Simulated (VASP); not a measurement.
# Ni (P6_3/mmc) in VASP: notebook

Runs on Ni. Level: PBE. Tasks: single point.

All numbers are computed with VASP 6.6.1; they aren't measurements. Logs are shortened: lines on timing, memory, paths and dates and some standing lists are left out, and cuts for length are marked.

## (1) The cell of the first run

Symmetry: P6_3/mmc, No. 194, hexagonal system. Conventional cell: a = 2.449 Å, b = 2.449 Å, c = 4.027 Å, α = 90.00°, β = 90.00°, γ = 120.00°. Ni (site symmetry -6m2) has 12 Ni at 2.45 to 2.46 Å within 3.2 Å.

## (2) Single point, PBE (volume scaled by 0.96)

The input, INCAR:

```
  ALGO = Normal
  EDIFF = 1E-6
  ENCUT = 520
  GGA = PE
  ISIF = 2
  ISMEAR = -1
  LASPH = True
  LCHARG = False
  LREAL = False
  LWAVE = False
  NBANDS = 17
  NELM = 60
  PREC = Accurate
  SIGMA = 0.1
```

The input, KPOINTS:

```
k-points
0
Gamma
  16 16 9
```

The input, POSCAR:

```
Ni
1.0
    2.4488862017      0.0000000000      0.0000000000
   -1.2244431008      2.1207976616      0.0000000000
    0.0000000000      0.0000000000      4.0274640238
Ni
2
Direct
    0.3333333333      0.6666666667      0.2500000000
    0.6666666667      0.3333333333      0.7500000000
```

Potentials or basis: VASP PAW PBE potentials, release 64 (Ni).

Command:

```sh
$ cat potpaw_PBE.64/Ni/POTCAR > POTCAR
$ mpirun -np 1 vasp_std > vasp.out
```

OUTCAR:

```text
EDIFF = 1E-6
   ENCUT = 520
   GGA = PE
   ISIF = 2
   ISMEAR = -1
   LASPH = True
   LREAL = False
   NELM = 60
   PREC = Accurate

 ion  position               nearest neighbor table
   1  0.333  0.667  0.250-   2 2.46   2 2.46   2 2.46   2 2.46   2 2.46   2 2.46
   2  0.667  0.333  0.750-   1 2.46   1 2.46   1 2.46   1 2.46   1 2.46   1 2.46

  LATTYP: Found a hexagonal cell.
 ALAT       =     2.4488862017
 C/A-ratio  =     1.6446105258

  Lattice vectors:

 A1 = (   2.4488862017,   0.0000000000,   0.0000000000)
 A2 = (  -1.2244431008,   2.1207976616,   0.0000000000)
 A3 = (   0.0000000000,   0.0000000000,   4.0274640238)

Analysis of symmetry for initial positions (statically):
=====================================================================
 Subroutine PRICEL returns:
 Original cell was already a primitive cell.

 Routine SETGRP: Setting up the symmetry group for a
 hexagonal supercell.

 Subroutine GETGRP returns: Found 24 space group operations
 (whereof 12 operations were pure point group operations)
 out of a pool of 24 trial point group operations.

The static configuration has the point symmetry D_3d.
 The point group associated with its full space group is D_6h.

Analysis of symmetry for dynamics (positions and initial velocities):
=====================================================================
 Subroutine PRICEL returns:
 Original cell was already a primitive cell.

 Routine SETGRP: Setting up the symmetry group for a
 hexagonal supercell.

 Subroutine GETGRP returns: Found 24 space group operations
 (whereof 12 operations were pure point group operations)
 out of a pool of 24 trial point group operations.

The dynamic configuration has the point symmetry D_3d.
 The point group associated with its full space group is D_6h.

 Subroutine INISYM returns: Found 24 space group operations
 (whereof 12 operations are pure point group operations),
 and found     1 'primitive' translations

----------------------------------------------------------------------------------------

                                     Primitive cell

  volume of cell :      20.9170

  direct lattice vectors                    reciprocal lattice vectors
     2.448886202  0.000000000  0.000000000     0.408348905  0.235760350  0.000000000
    -1.224443101  2.120797662  0.000000000     0.000000000  0.471520701  0.000000000
     0.000000000  0.000000000  4.027464024     0.000000000  0.000000000  0.248295204

  length of vectors
     2.448886202  2.448886202  4.027464024     0.471520701  0.471520701  0.248295204

  position of ions in fractional coordinates (direct lattice)
     0.333333333  0.666666667  0.250000000
     0.666666667  0.333333333  0.750000000

  ion indices of the primitive-cell ions
   primitive index   ion index
                 1           1
                 2           2

----------------------------------------------------------------------------------------

 KPOINTS: k-points

Automatic generation of k-mesh.
 Grid dimensions read from file:
 generate k-points for:   16   16    9

 Generating k-lattice:

  Cartesian coordinates                     Fractional coordinates (reciprocal lattice)
     0.025521807  0.014735022  0.000000000     0.062500000  0.000000000  0.000000000
     0.000000000  0.029470044  0.000000000     0.000000000  0.062500000  0.000000000
     0.000000000  0.000000000  0.027588356     0.000000000  0.000000000  0.111111111

  Length of vectors
     0.029470044  0.029470044  0.027588356

  Shift w.r.t. Gamma in fractional coordinates (k-lattice)
     0.000000000  0.000000000  0.000000000

 Subroutine IBZKPT returns following result:
 ===========================================

 Found    150 irreducible k-points:

 Following reciprocal coordinates:
            Coordinates               Weight
  0.000000  0.000000  0.000000      1.000000
  0.062500 -0.000000  0.000000      6.000000
  0.125000 -0.000000  0.000000      6.000000
  0.187500 -0.000000  0.000000      6.000000
  0.250000 -0.000000  0.000000      6.000000
  0.312500 -0.000000  0.000000      6.000000
[... 16 lines left out ...]
  0.187500  0.187500  0.000000      6.000000
  0.250000  0.187500  0.000000     12.000000
 [... further k-points ...]
   k-points           NKPTS =    150   k-points in BZ     NKDIM =    150   number of bands    NBANDS=     17
   number of dos      NEDOS =    301   number of ions     NIONS =      2
   total plane-waves  NPLWV =   9720
   dimension x,y,z NGX =    18 NGY =   18 NGZ =   30
   dimension x,y,z NGXF=    36 NGYF=   36 NGZF=   60
   ions per type =               2
   NGX,Y,Z   is equivalent  to a cutoff of  12.22, 12.22, 12.38 a.u.
   NGXF,Y,Z  is equivalent  to a cutoff of  24.44, 24.44, 24.77 a.u.
 SYSTEM =  unknown system
   PREC   = accura    normal or accurate (medium, high low for compatibility)
   ISTART =      0    job   : 0-new  1-cont  2-samecut
   ICHARG =      2    charge: 1-file 2-atom 10-const
   ISPIN  =      1    spin polarized calculation?
   LNONCOLLINEAR =      F non collinear calculations
   LSORBIT =      F    spin-orbit coupling
   LASPH  =      T    aspherical Exc in radial PAW
   ENCUT  =  520.0 eV  38.22 Ry    6.18 a.u.   4.55  4.55  7.49*2*pi/ulx,y,z
   NELM   =     60;   NELMIN=  2; NELMDL= -5     # of ELM steps
   EDIFF  = 0.1E-05   stopping-criterion for ELM
   LREAL  =      F    real-space projection
   EDIFFG = 0.1E-04   stopping-criterion for IOM
   NSW    =      0    number of steps for IOM
   IBRION =     -1    ionic relax: 0-MD 1-quasi-New 2-CG
   NFREE  =      0    steps in history (QN), initial steepest desc. (CG)
   ISIF   =      2    stress and relaxation
   ISYM   =      2    0-nonsym 1-usesym 2-fastsym
   POTIM  = 0.5000    time-step for ionic-motion
   TEBEG  =    0.0;   TEEND  =   0.0 temperature during run
   PSTRESS=    0.0 pullay stress
   NELECT =      20.0000    total number of electrons
   NUPDOWN=      -1.0000    fix difference up-down
   EMIN   =  10.00;   EMAX   =-10.00  energy-range for DOS
   EFERMI =   0.00;   METHOD = LEGACY
   ISMEAR =    -1;   SIGMA  =   0.10  broadening in eV -4-tet -1-fermi 0-gaus
   EFERMI_NEDOS =   21; number of points for ismear=-14 and -15
   IALGO  =     38    algorithm
   IMIX   =      4    mixing-type and parameters
     AMIX     =   0.40;   BMIX     =  1.00
     AMIX_MAG =   1.60;   BMIX_MAG =  1.00
  volume/ion in A,a.u.               =      10.46        70.58
  Fermi-wavevector in a.u.,A,eV,Ry     =   1.612817  3.047782 35.391168  2.601177
  Thomas-Fermi vector in A             =   2.707986
   LORBIT       =      0    0 simple, 1 ext, 2 COOP (PROOUT), +10 PAW based schemes
   GGA     = PE    functional components
[... 5 lines left out ...]
 non-spin polarized calculation
  energy-cutoff  :      520.00
  volume of cell :       20.92
 maximum number of plane-waves:       576
   NGX =  9   NGY =  9   NGZ = 15

 number of electron      19.9999987 magnetization

 Free energy of the ion-electron system (eV)
  ---------------------------------------------------
  ext. energy  EPLUGINS =         0.00000000
  ---------------------------------------------------
  free energy    TOTEN  =       -10.86435490 eV

  energy without entropy =      -10.67873709  energy(sigma->0) =      -10.77154599

 E-fermi :   9.8059     XC(G=0): -13.4874

 val. band max:        9.8054109825   @ k =   0.3125   0.2500   0.2222
 cond. band min:       9.8062018638   @ k =   0.5000  -0.0000   0.2222
 fundamental gap:      0.0007908812
 Fermi energy:         9.8058853821

 k-point     1 :       0.0000    0.0000    0.0000
  band No.  band energies     occupation
      1       0.6426      2.00000
      2       5.1189      2.00000
      3       7.7902      2.00000
      4       7.8820      2.00000
      5       7.8820      2.00000
      6       8.1726      2.00000
[... 9 lines left out ...]
     16      35.2474      0.00000
     17      35.9425      0.00000

 k-point     2 :       0.0625   -0.0000    0.0000
  band No.  band energies     occupation
      1       0.7834      2.00000
      2       5.2094      2.00000
      3       7.6845      2.00000
      4       7.9455      2.00000
      5       7.9684      2.00000
      6       8.1385      2.00000
[... 9 lines left out ...]
     16      33.7072      0.00000
     17      35.8121      0.00000

 k-point     3 :       0.1250   -0.0000    0.0000
  band No.  band energies     occupation
      1       1.1992      2.00000
      2       5.4588      2.00000
      3       7.5002      2.00000
      4       7.8968      2.00000
      5       8.0038      2.00000
      6       8.1302      2.00000
[... 9 lines left out ...]
     16      32.6791      0.00000
     17      35.5743      0.00000

 k-point     4 :       0.1875   -0.0000    0.0000
  band No.  band energies     occupation
      1       1.8675      2.00000
      2       5.7889      2.00000
      3       7.2908      2.00000
      4       7.2978      2.00000
      5       7.8806      2.00000
      6       8.3289      2.00000
[... 9 lines left out ...]
     16      31.9038      0.00000
     17      33.0585      0.00000

 k-point     5 :       0.2500   -0.0000    0.0000
  band No.  band energies     occupation
      1       2.7415      2.00000
      2       6.0363      2.00000
      3       6.8012      2.00000
      4       7.1682      2.00000
      5       7.7981      2.00000
      6       8.1735      2.00000
[... 9 lines left out ...]
     16      30.3995      0.00000
     17      30.7738      0.00000

 k-point     6 :       0.3125   -0.0000    0.0000
  band No.  band energies     occupation
      1       3.7267      2.00000
      2       6.0494      2.00000
      3       6.4288      2.00000
      4       7.1687      2.00000
      5       7.8605      2.00000
      6       8.0297      2.00000
[... 9 lines left out ...]
     16      27.9263      0.00000
     17      28.9160      0.00000

 k-point     7 :       0.3750   -0.0000    0.0000
  band No.  band energies     occupation
      1       4.6410      2.00000
      2       5.9175      2.00000
      3       6.1691      2.00000
      4       7.2735      2.00000
      5       7.9146      2.00000
      6       7.9826      2.00000
[... 9 lines left out ...]
     16      26.1332      0.00000
     17      26.7146      0.00000

 k-point     8 :       0.4375   -0.0000    0.0000
  band No.  band energies     occupation
      1       5.2519      2.00000
      2       5.7683      2.00000
      3       6.0162      2.00000
      4       7.4914      2.00000
      5       7.8405      2.00000
      6       7.8982      2.00000
[... 9 lines left out ...]
     16      24.7544      0.00000
     17      25.4941      0.00000
[... 203 lines left out ...]
      1       4.0696      2.00000
      2       6.2546      2.00000
      3       6.4116      2.00000
      4       6.9033      2.00000
      5       7.7748      2.00000
      6       7.8975      2.00000
[... 9 lines left out ...]
     16      28.2184      0.00000
     17      29.7136      0.00000

 k-point    20 :       0.3125    0.1250    0.0000
  band No.  band energies     occupation
      1       4.9562      2.00000
      2       6.1085      2.00000
      3       6.2022      2.00000
      4       7.0074      2.00000
      5       7.7035      2.00000
      6       8.0549      2.00000
[... 9 lines left out ...]
     16      25.9789      0.00000
     17      27.2726      0.00000

 k-point    21 :       0.3750    0.1250    0.0000
  band No.  band energies     occupation
      1       5.5287      2.00000
      2       5.9642      2.00000
      3       6.0785      2.00000
      4       7.1992      2.00000
      5       7.6944      2.00000
      6       7.9049      2.00000
[... 9 lines left out ...]
     16      24.0228      0.00000
     17      25.2604      0.00000

 k-point    22 :       0.4375    0.1250    0.0000
  band No.  band energies     occupation
      1       5.7279      2.00000
      2       5.8805      2.00000
      3       6.0377      2.00000
      4       7.3153      2.00000
      5       7.7183      2.00000
      6       7.8248      2.00000
[... 9 lines left out ...]
     16      22.9605      0.00000
     17      24.3455      0.00000

 k-point    23 :       0.1875    0.1875    0.0000
  band No.  band energies     occupation
      1       3.9924      2.00000
      2       6.4336      2.00000
      3       6.4661      2.00000
      4       6.7145      2.00000
      5       7.7291      2.00000
      6       7.8901      2.00000
[... 9 lines left out ...]
     16      29.5376      0.00000
     17      30.0535      0.00000

 k-point    24 :       0.2500    0.1875    0.0000
  band No.  band energies     occupation
      1       4.9011      2.00000
      2       6.2868      2.00000
      3       6.3850      2.00000
      4       6.6969      2.00000
      5       7.6203      2.00000
      6       8.0270      2.00000
[... 9 lines left out ...]
     16      27.4445      0.00000
     17      28.8416      0.00000

 [... further k-points ...]

------------------------ aborting loop because EDIFF is reached ----------------------------------------

  FORCE on cell =-STRESS in cart. coord.  units (eV):
  Direction    XX          YY          ZZ          XY          YZ          ZX
  --------------------------------------------------------------------------------------
  -------------------------------------------------------------------------------------
  Total        1.1582064      1.1582064      1.1429701      0.0000000     -0.0000000      0.0000000
  in kB       88.7149934     88.7149934     87.5479439      0.0000000     -0.0000000      0.0000000
  external PRESSURE =      88.3259769 kB  Pullay stress =       0.0000000 kB

 VOLUME and BASIS-vectors are now :
 -----------------------------------------------------------------------------
  energy-cutoff  :      520.00
  volume of cell :       20.92
      direct lattice vectors                 reciprocal lattice vectors
     2.448886202  0.000000000  0.000000000     0.408348905  0.235760350  0.000000000
    -1.224443101  2.120797662  0.000000000     0.000000000  0.471520701  0.000000000
     0.000000000  0.000000000  4.027464024     0.000000000  0.000000000  0.248295204

 POSITION                                       TOTAL-FORCE (eV/Angst)
 -----------------------------------------------------------------------------------
     -0.00000      1.41387      1.00687        -0.000000      0.000000      0.000000
      1.22444      0.70693      3.02060         0.000000      0.000000      0.000000
 -----------------------------------------------------------------------------------
    total drift:                               -0.000000      0.000000     -0.000000

  FREE ENERGIE OF THE ION-ELECTRON SYSTEM (eV)
  ---------------------------------------------------
  free  energy   TOTEN  =       -10.8643548995 eV

  energy  without entropy=      -10.6787370886  energy(sigma->0) =      -10.77154599
```

Wall time 16 s (1 thread of Intel Xeon 6975P-C (Granite Rapids), shared host); peak memory 0.16 GiB.

Results:

```
Free energy            : -10.8644 eV
Pressure               : 8.8 GPa
Band gap on the k mesh : zero (band 10 reaches 9.91 eV, above the bottom of band 11 at 9.39 eV)
```

Caveat: the cell differs from its parent crystal (volume scaled by 0.96); the run has no spin polarisation, though such a crystal can be magnetic.

## (3) Single point, PBE

This run uses another cell than the first one, of 10.89 Å³/atom, 1.042 times its volume.

The input, INCAR:

```
PREC = Accurate
ENCUT = 520
EDIFF = 1E-6
ISMEAR = -1
SIGMA = 0.1
LREAL = False
LASPH = True
NELM = 60
ALGO = Normal
ISIF = 2
LWAVE = False
LCHARG = True
GGA = PE
LELF = True
LVHAR = True
NBANDS = 17
```

The input, KPOINTS:

```
regular mesh
0
Gamma
  16 16 9
```

The input, POSCAR:

```
Ni
1.0
    2.4824367571      0.0000000000      0.0000000000
   -1.2412183786      2.1498532949      0.0000000000
    0.0000000000      0.0000000000      4.0826416205
Ni
2
Direct
    0.3333333333      0.6666666667      0.2500000000
    0.6666666667      0.3333333333      0.7500000000
```

Potentials or basis: VASP PAW PBE potentials, release 64 (Ni).

Command:

```sh
$ cat potpaw_PBE.64/Ni/POTCAR > POTCAR
$ mpirun -np 1 vasp_std > vasp.out
```

Wall time 18 s (1 thread of Intel Xeon 6975P-C (Granite Rapids), shared host); peak memory 0.16 GiB.

It converged, with:

```yaml
Free_energy: -10.8876 eV
Pressure: 0.0 GPa
Band_gap_on_the_k_mesh: zero (band 10 reaches 9.30 eV, above the bottom of band 11 at 8.81 eV)
```

Stress tensor (GPa, compression positive):
```
 0.07  0.00  0.00
 0.00  0.07  0.00
 0.00  0.00 -0.06
```

Levels at points of the mesh, in eV from the Fermi level:
```
           k point  band 6  band 7  band 8  band 9  band 10  band 11  band 12  band 13  band 14  band 15
(0.00, 0.00, 0.00)   -1.54   -1.54   -1.12   -1.12    -0.24    -0.17    -0.17     5.93    22.73    24.72
(0.50, 0.00, 0.00)   -1.82   -1.52   -0.04    0.01     0.08     1.56     3.39     9.51    10.04    12.60
```

Caveat: the run has no spin polarisation, though such a crystal can be magnetic. Spin polarisation is off, so any magnetic state and its effect on volume and gap are missing.

(Part 1 of 2 ends here.)
